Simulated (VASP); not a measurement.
# SrO (pbe) (Fm-3m) in VASP: further runs

The runs below take SrO (pbe) through single point, relaxation of cell and atoms, with PBE.

Everything below comes from runs of VASP 6.6.1. Logs are shortened: lines on timing, memory, paths and dates and some standing lists are left out, and cuts for length are marked.

## (1) The cell of the first run

Symmetry: Fm-3m, No. 225, cubic system. The conventional cell has a = 5.160 Å, b = 5.160 Å, c = 5.160 Å, α = 90.00°, β = 90.00°, γ = 90.00°. Sr (site symmetry m-3m) has 6 O at 2.58 Å within 3.4 Å. Within 3.4 Å of O (site symmetry m-3m) lie 6 Sr at 2.58 Å.

## (2) Single point, PBE

INCAR

```
ALGO     = Normal         # electronic algorithm
EDIFF    = 1E-6           # SCF threshold, eV
ENCUT    = 600            # plane-wave cutoff, eV
GGA      = PE             # functional
GGA_COMPAT= False        
ISIF     = 2              # what is computed and relaxed
ISMEAR   = 0              # smearing method
LASPH    = True           # aspherical terms in the spheres
LCHARG   = False          # write CHGCAR
LREAL    = False          # projectors in reciprocal space
LWAVE    = False          # write WAVECAR
NBANDS   = 15             # bands
NELM     = 120            # most SCF steps
PREC     = Accurate       # precision mode
SIGMA    = 0.1            # smearing width, eV
```

KPOINTS

```
k-points
0
Gamma
  6 6 6
```

POSCAR

```
SrO
1.0
    0.0000000000      2.5800000000      2.5800000000
    2.5800000000      0.0000000000      2.5800000000
    2.5800000000      2.5800000000      0.0000000000
Sr O
1 1
Direct
    0.0000000000      0.0000000000      0.0000000000
    0.5000000000      0.5000000000      0.5000000000
```

Potentials or basis: VASP PAW PBE potentials, release 64 (Sr_sv, O).

On the command line:

```
cat potpaw_PBE.64/Sr_sv/POTCAR potpaw_PBE.64/O/POTCAR > POTCAR
mpirun -np 1 vasp_std > vasp.out
```

OUTCAR:

```text
EDIFF = 1E-6
   ENCUT = 600
   GGA = PE
   ISIF = 2
   ISMEAR = 0
   LASPH = True
   LREAL = False
   NELM = 120
   PREC = Accurate

 ion  position               nearest neighbor table
   1  0.000  0.000  0.000-   2 2.58   2 2.58   2 2.58   2 2.58   2 2.58   2 2.58
   2  0.500  0.500  0.500-   1 2.58   1 2.58   1 2.58   1 2.58   1 2.58   1 2.58

  LATTYP: Found a face centered cubic cell.
 ALAT       =     5.1600000000

  Lattice vectors:

 A1 = (   0.0000000000,   2.5800000000,   2.5800000000)
 A2 = (   2.5800000000,   0.0000000000,   2.5800000000)
 A3 = (   2.5800000000,   2.5800000000,   0.0000000000)

Analysis of symmetry for initial positions (statically):
=====================================================================
 Subroutine PRICEL returns:
 Original cell was already a primitive cell.

 Routine SETGRP: Setting up the symmetry group for a
 face centered cubic supercell.

 Subroutine GETGRP returns: Found 48 space group operations
 (whereof 48 operations were pure point group operations)
 out of a pool of 48 trial point group operations.

The static configuration has the point symmetry O_h .

Analysis of symmetry for dynamics (positions and initial velocities):
=====================================================================
 Subroutine PRICEL returns:
 Original cell was already a primitive cell.

 Routine SETGRP: Setting up the symmetry group for a
 face centered cubic supercell.

 Subroutine GETGRP returns: Found 48 space group operations
 (whereof 48 operations were pure point group operations)
 out of a pool of 48 trial point group operations.

The dynamic configuration has the point symmetry O_h .

 Subroutine INISYM returns: Found 48 space group operations
 (whereof 48 operations are pure point group operations),
 and found     1 'primitive' translations

----------------------------------------------------------------------------------------

                                     Primitive cell

  volume of cell :      34.3470

  direct lattice vectors                    reciprocal lattice vectors
     0.000000000  2.580000000  2.580000000    -0.193798450  0.193798450  0.193798450
     2.580000000  0.000000000  2.580000000     0.193798450 -0.193798450  0.193798450
     2.580000000  2.580000000  0.000000000     0.193798450  0.193798450 -0.193798450

  length of vectors
     3.648670991  3.648670991  3.648670991     0.335668761  0.335668761  0.335668761

  position of ions in fractional coordinates (direct lattice)
     0.000000000  0.000000000  0.000000000
     0.500000000  0.500000000  0.500000000

  ion indices of the primitive-cell ions
   primitive index   ion index
                 1           1
                 2           2

----------------------------------------------------------------------------------------

 KPOINTS: k-points

Automatic generation of k-mesh.
 Grid dimensions read from file:
 generate k-points for:    6    6    6

 Generating k-lattice:

  Cartesian coordinates                     Fractional coordinates (reciprocal lattice)
    -0.032299742  0.032299742  0.032299742     0.166666667  0.000000000  0.000000000
     0.032299742 -0.032299742  0.032299742     0.000000000  0.166666667  0.000000000
     0.032299742  0.032299742 -0.032299742     0.000000000  0.000000000  0.166666667

  Length of vectors
     0.055944794  0.055944794  0.055944794

  Shift w.r.t. Gamma in fractional coordinates (k-lattice)
     0.000000000  0.000000000  0.000000000

 Subroutine IBZKPT returns following result:
 ===========================================

 Found     16 irreducible k-points:

 Following reciprocal coordinates:
            Coordinates               Weight
  0.000000  0.000000  0.000000      1.000000
  0.166667  0.000000  0.000000      8.000000
  0.333333  0.000000  0.000000      8.000000
  0.500000  0.000000  0.000000      4.000000
  0.166667  0.166667  0.000000      6.000000
  0.333333  0.166667  0.000000     24.000000
[... 8 lines left out ...]
 -0.333333  0.333333  0.166667     24.000000
 -0.333333  0.500000  0.166667     12.000000
   k-points           NKPTS =     16   k-points in BZ     NKDIM =     16   number of bands    NBANDS=     15
   number of dos      NEDOS =    301   number of ions     NIONS =      2
   total plane-waves  NPLWV =  27000
   dimension x,y,z NGX =    30 NGY =   30 NGZ =   30
   dimension x,y,z NGXF=    60 NGYF=   60 NGZF=   60
   ions per type =               1   1
   NGX,Y,Z   is equivalent  to a cutoff of  13.67, 13.67, 13.67 a.u.
   NGXF,Y,Z  is equivalent  to a cutoff of  27.34, 27.34, 27.34 a.u.
 SYSTEM =  unknown system
   PREC   = accura    normal or accurate (medium, high low for compatibility)
   ISTART =      0    job   : 0-new  1-cont  2-samecut
   ICHARG =      2    charge: 1-file 2-atom 10-const
   ISPIN  =      1    spin polarized calculation?
   LNONCOLLINEAR =      F non collinear calculations
   LSORBIT =      F    spin-orbit coupling
   LASPH  =      T    aspherical Exc in radial PAW
   ENCUT  =  600.0 eV  44.10 Ry    6.64 a.u.   7.29  7.29  7.29*2*pi/ulx,y,z
   NELM   =    120;   NELMIN=  2; NELMDL= -5     # of ELM steps
   EDIFF  = 0.1E-05   stopping-criterion for ELM
   LREAL  =      F    real-space projection
   EDIFFG = 0.1E-04   stopping-criterion for IOM
   NSW    =      0    number of steps for IOM
   IBRION =     -1    ionic relax: 0-MD 1-quasi-New 2-CG
   NFREE  =      0    steps in history (QN), initial steepest desc. (CG)
   ISIF   =      2    stress and relaxation
   ISYM   =      2    0-nonsym 1-usesym 2-fastsym
   POTIM  = 0.5000    time-step for ionic-motion
   TEBEG  =    0.0;   TEEND  =   0.0 temperature during run
   PSTRESS=    0.0 pullay stress
   NELECT =      16.0000    total number of electrons
   NUPDOWN=      -1.0000    fix difference up-down
   EMIN   =  10.00;   EMAX   =-10.00  energy-range for DOS
   EFERMI =   0.00;   METHOD = LEGACY
   ISMEAR =     0;   SIGMA  =   0.10  broadening in eV -4-tet -1-fermi 0-gaus
   EFERMI_NEDOS =   21; number of points for ismear=-14 and -15
   IALGO  =     38    algorithm
   IMIX   =      4    mixing-type and parameters
     AMIX     =   0.40;   BMIX     =  1.00
     AMIX_MAG =   1.60;   BMIX_MAG =  1.00
  volume/ion in A,a.u.               =      17.17       115.89
  Fermi-wavevector in a.u.,A,eV,Ry     =   1.269069  2.398192 21.912663  1.610535
  Thomas-Fermi vector in A             =   2.402130
   LORBIT       =      0    0 simple, 1 ext, 2 COOP (PROOUT), +10 PAW based schemes
   GGA     = PE    functional components
   LHFCALC =     F    Hartree Fock is set to
   AEXX    =    0.0000 exact exchange contribution
   IVDW    =     0    specifies the selected vdW correction
   LEPSILON=     F    determine dielectric tensor
   LRPA    =     F    only Hartree local field effects (RPA)
 non-spin polarized calculation
 Gauss-broadening in eV      SIGMA  =   0.10
  energy-cutoff  :      600.00
  volume of cell :       34.35
 maximum number of plane-waves:      1167
 NGX is ok and might be reduce to    30
   NGX = 15   NGY = 15   NGZ = 15

 number of electron      15.9999998 magnetization

 Free energy of the ion-electron system (eV)
  ---------------------------------------------------
  ext. energy  EPLUGINS =         0.00000000
  ---------------------------------------------------
  free energy    TOTEN  =       -12.04957697 eV

  energy without entropy =      -12.04957697  energy(sigma->0) =      -12.04957697

 E-fermi :   2.0558     XC(G=0):  -9.9767

 val. band max:        1.6132020317   @ k =   0.0000   0.0000   0.0000
 cond. band min:       4.8846272289   @ k =   0.5000   0.5000   0.0000
 fundamental gap:      3.2714251972
 Fermi energy:         2.0558207303

 k-point     1 :       0.0000    0.0000    0.0000
  band No.  band energies     occupation
      1     -30.8122      2.00000
      2     -13.4637      2.00000
      3     -12.4609      2.00000
      4     -12.4609      2.00000
      5     -12.4609      2.00000
      6       1.6132      2.00000
      7       1.6132      2.00000
      8       1.6132      2.00000
      9       5.5223      0.00000
     10       7.8013      0.00000
     11       7.8013      0.00000
     12       7.8013      0.00000
     13       9.9450      0.00000
     14       9.9450      0.00000
     15      14.2744      0.00000

 k-point     2 :       0.1667    0.0000    0.0000
  band No.  band energies     occupation
      1     -30.7797      2.00000
      2     -14.0251      2.00000
      3     -12.4812      2.00000
      4     -12.4812      2.00000
      5     -11.9800      2.00000
      6       0.8964      2.00000
      7       1.2909      2.00000
      8       1.2909      2.00000
      9       6.6667      0.00000
     10       7.6028      0.00000
     11       8.3286      0.00000
     12       8.3286      0.00000
     13      10.6301      0.00000
     14      10.6301      0.00000
     15      15.9083      0.00000

 k-point     3 :       0.3333    0.0000    0.0000
  band No.  band energies     occupation
      1     -30.7137      2.00000
      2     -14.7032      2.00000
      3     -12.5210      2.00000
      4     -12.5210      2.00000
      5     -11.4635      2.00000
      6      -0.1205      2.00000
      7       0.7390      2.00000
      8       0.7390      2.00000
      9       7.7708      0.00000
     10       8.8043      0.00000
     11       9.6035      0.00000
     12       9.6035      0.00000
     13      12.1706      0.00000
     14      12.1706      0.00000
     15      17.3491      0.00000
[... 199 lines left out ...]
 k-point    15 :      -0.3333    0.3333    0.1667
  band No.  band energies     occupation
      1     -30.6504      2.00000
      2     -14.4418      2.00000
      3     -12.9746      2.00000
      4     -12.8332      2.00000
      5     -11.7673      2.00000
      6       0.2983      2.00000
      7       0.9394      2.00000
      8       0.9982      2.00000
      9       7.7888      0.00000
     10       7.9146      0.00000
     11      10.5150      0.00000
     12      11.6398      0.00000
     13      12.9686      0.00000
     14      14.4745      0.00000
     15      15.2063      0.00000

 k-point    16 :      -0.3333    0.5000    0.1667
  band No.  band energies     occupation
      1     -30.6408      2.00000
      2     -14.0214      2.00000
      3     -13.2499      2.00000
      4     -12.9642      2.00000
      5     -12.0519      2.00000
      6       0.7388      2.00000
      7       1.1382      2.00000
      8       1.2674      2.00000
      9       6.2491      0.00000
     10       9.1471      0.00000
     11       9.9936      0.00000
     12      12.5271      0.00000
     13      12.6323      0.00000
     14      14.4574      0.00000
     15      14.9865      0.00000

------------------------ aborting loop because EDIFF is reached ----------------------------------------

  FORCE on cell =-STRESS in cart. coord.  units (eV):
  Direction    XX          YY          ZZ          XY          YZ          ZX
  --------------------------------------------------------------------------------------
  -------------------------------------------------------------------------------------
  Total        0.4847707      0.4847707      0.4847707      0.0000000     -0.0000000      0.0000000
  in kB       22.6129802     22.6129802     22.6129802      0.0000000     -0.0000000      0.0000000
  external PRESSURE =      22.6129802 kB  Pullay stress =       0.0000000 kB

 VOLUME and BASIS-vectors are now :
 -----------------------------------------------------------------------------
  energy-cutoff  :      600.00
  volume of cell :       34.35
      direct lattice vectors                 reciprocal lattice vectors
     0.000000000  2.580000000  2.580000000    -0.193798450  0.193798450  0.193798450
     2.580000000  0.000000000  2.580000000     0.193798450 -0.193798450  0.193798450
     2.580000000  2.580000000  0.000000000     0.193798450  0.193798450 -0.193798450

 POSITION                                       TOTAL-FORCE (eV/Angst)
 -----------------------------------------------------------------------------------
      0.00000      0.00000      0.00000         0.000000      0.000000     -0.000000
      2.58000      2.58000      2.58000        -0.000000      0.000000      0.000000
 -----------------------------------------------------------------------------------
    total drift:                                0.000000      0.000000      0.000000

  FREE ENERGIE OF THE ION-ELECTRON SYSTEM (eV)
  ---------------------------------------------------
  free  energy   TOTEN  =       -12.0495769734 eV

  energy  without entropy=      -12.0495769734  energy(sigma->0) =      -12.04957697
```

Wall time 18 s (1 thread of Intel Xeon 8259CL, shared host); peak memory 0.17 GiB.

Results:

* Free energy: -12.0496 eV
* Pressure: 2.3 GPa
* Band gap on the k mesh: 3.27 eV, indirect (least direct gap 3.37 eV)

A k mesh can miss the band edges. A hybrid or GW would open this gap; PBE tends to underestimate it.

## (3) Single point, PBE

This run uses another cell than the first one, of 17.53 Å³/atom, 1.021 times its volume.

INCAR

```
  PREC = Accurate
  ENCUT = 600
  EDIFF = 1E-6
  ISMEAR = 0
  SIGMA = 0.02
  LREAL = False
  LASPH = True
  NELM = 120
  ALGO = Normal
  ISIF = 2
  LWAVE = False
  LCHARG = False
  GGA = PE
  NBANDS = 15
  GGA_COMPAT = False
```

KPOINTS

```
regular mesh
0
Gamma
  6 6 6
```

POSCAR

```
SrO
1.0
    0.0000000000      2.5976061938      2.5976061938
    2.5976061938      0.0000000000      2.5976061938
    2.5976061938      2.5976061938      0.0000000000
Sr O
1 1
Direct
    0.0000000000      0.0000000000      0.0000000000
    0.5000000000      0.5000000000      0.5000000000
```

Potentials or basis: VASP PAW PBE potentials, release 64 (Sr_sv, O).

On the command line:

```
cat potpaw_PBE.64/Sr_sv/POTCAR potpaw_PBE.64/O/POTCAR > POTCAR
mpirun -np 1 vasp_std > vasp.out
```

OUTCAR:

```text
PREC = Accurate
   ENCUT = 600
   EDIFF = 1E-6
   ISMEAR = 0
   LREAL = False
   LASPH = True
   NELM = 120
   ISIF = 2
   GGA = PE

 ion  position               nearest neighbor table
   1  0.000  0.000  0.000-   2 2.60   2 2.60   2 2.60   2 2.60   2 2.60   2 2.60
   2  0.500  0.500  0.500-   1 2.60   1 2.60   1 2.60   1 2.60   1 2.60   1 2.60

  LATTYP: Found a face centered cubic cell.
 ALAT       =     5.1952123876

  Lattice vectors:

 A1 = (   0.0000000000,   2.5976061938,   2.5976061938)
 A2 = (   2.5976061938,   0.0000000000,   2.5976061938)
 A3 = (   2.5976061938,   2.5976061938,   0.0000000000)

Analysis of symmetry for initial positions (statically):
=====================================================================
 Subroutine PRICEL returns:
 Original cell was already a primitive cell.

 Routine SETGRP: Setting up the symmetry group for a
 face centered cubic supercell.

 Subroutine GETGRP returns: Found 48 space group operations
 (whereof 48 operations were pure point group operations)
 out of a pool of 48 trial point group operations.

The static configuration has the point symmetry O_h .

Analysis of symmetry for dynamics (positions and initial velocities):
=====================================================================
 Subroutine PRICEL returns:
 Original cell was already a primitive cell.

 Routine SETGRP: Setting up the symmetry group for a
 face centered cubic supercell.

 Subroutine GETGRP returns: Found 48 space group operations
 (whereof 48 operations were pure point group operations)
 out of a pool of 48 trial point group operations.

The dynamic configuration has the point symmetry O_h .

 Subroutine INISYM returns: Found 48 space group operations
 (whereof 48 operations are pure point group operations),
 and found     1 'primitive' translations

----------------------------------------------------------------------------------------

                                     Primitive cell

  volume of cell :      35.0550

  direct lattice vectors                    reciprocal lattice vectors
     0.000000000  2.597606194  2.597606194    -0.192484912  0.192484912  0.192484912
     2.597606194  0.000000000  2.597606194     0.192484912 -0.192484912  0.192484912
[... 111 lines left out ...]
 maximum number of plane-waves:      1211
 NGX is ok and might be reduce to    30
   NGX = 15   NGY = 15   NGZ = 15

 number of electron      16.0000000 magnetization

 Free energy of the ion-electron system (eV)
  ---------------------------------------------------
  ext. energy  EPLUGINS =         0.00000000
  ---------------------------------------------------
  free energy    TOTEN  =       -12.05621059 eV

  energy without entropy =      -12.05621059  energy(sigma->0) =      -12.05621059

 E-fermi :   1.7379     XC(G=0):  -9.8811

 val. band max:        1.5189849228   @ k =   0.0000   0.0000   0.0000
 cond. band min:       4.8003555915   @ k =   0.5000   0.5000   0.0000
 fundamental gap:      3.2813706687
 Fermi energy:         1.7378689821

 k-point     1 :       0.0000    0.0000    0.0000
  band No.  band energies     occupation
      1     -30.9796      2.00000
      2     -13.5320      2.00000
      3     -12.6480      2.00000
      4     -12.6480      2.00000
      5     -12.6480      2.00000
      6       1.5190      2.00000
      7       1.5190      2.00000
      8       1.5190      2.00000
      9       5.2858      0.00000
     10       7.6612      0.00000
     11       7.6612      0.00000
     12       7.6612      0.00000
     13       9.7597      0.00000
     14       9.7597      0.00000
[... 257 lines left out ...]
      2     -14.0859      2.00000
      3     -13.3865      2.00000
      4     -13.1189      2.00000
      5     -12.2245      2.00000
      6       0.6638      2.00000
      7       1.0197      2.00000
      8       1.1606      2.00000
      9       6.1308      0.00000
     10       8.9567      0.00000
     11       9.7467      0.00000
     12      12.2661      0.00000
     13      12.3735      0.00000
     14      14.1108      0.00000
     15      14.6653      0.00000

------------------------ aborting loop because EDIFF is reached ----------------------------------------

  FORCE on cell =-STRESS in cart. coord.  units (eV):
  Direction    XX          YY          ZZ          XY          YZ          ZX
  --------------------------------------------------------------------------------------
  -------------------------------------------------------------------------------------
  Total        0.0898940      0.0898940      0.0898940     -0.0000000     -0.0000000      0.0000000
  in kB        4.1085776      4.1085776      4.1085776     -0.0000000     -0.0000000      0.0000000
  external PRESSURE =       4.1085776 kB  Pullay stress =       0.0000000 kB

 VOLUME and BASIS-vectors are now :
 -----------------------------------------------------------------------------
  energy-cutoff  :      600.00
  volume of cell :       35.05
      direct lattice vectors                 reciprocal lattice vectors
     0.000000000  2.597606194  2.597606194    -0.192484912  0.192484912  0.192484912
     2.597606194  0.000000000  2.597606194     0.192484912 -0.192484912  0.192484912
     2.597606194  2.597606194  0.000000000     0.192484912  0.192484912 -0.192484912

 POSITION                                       TOTAL-FORCE (eV/Angst)
 -----------------------------------------------------------------------------------
      0.00000      0.00000      0.00000        -0.000000      0.000000     -0.000000
      2.59761      2.59761      2.59761         0.000000     -0.000000      0.000000
 -----------------------------------------------------------------------------------
    total drift:                                0.000000      0.000000      0.000000

  FREE ENERGIE OF THE ION-ELECTRON SYSTEM (eV)
  ---------------------------------------------------
  free  energy   TOTEN  =       -12.0562105932 eV

  energy  without entropy=      -12.0562105932  energy(sigma->0) =      -12.05621059
```

It took 20 s on 1 thread of Intel Xeon 8259CL, shared host; peak memory 0.17 GiB.

Results:

| Quantity | Value |
| --- | --- |
| Free energy | -12.0562 eV |
| Pressure | 0.4 GPa |
| Band gap on the k mesh | 3.28 eV, indirect (least direct gap 3.39 eV) |

A k mesh can miss the band edges. A hybrid or GW would open this gap; PBE tends to underestimate it.

[end of part 1 of 2]
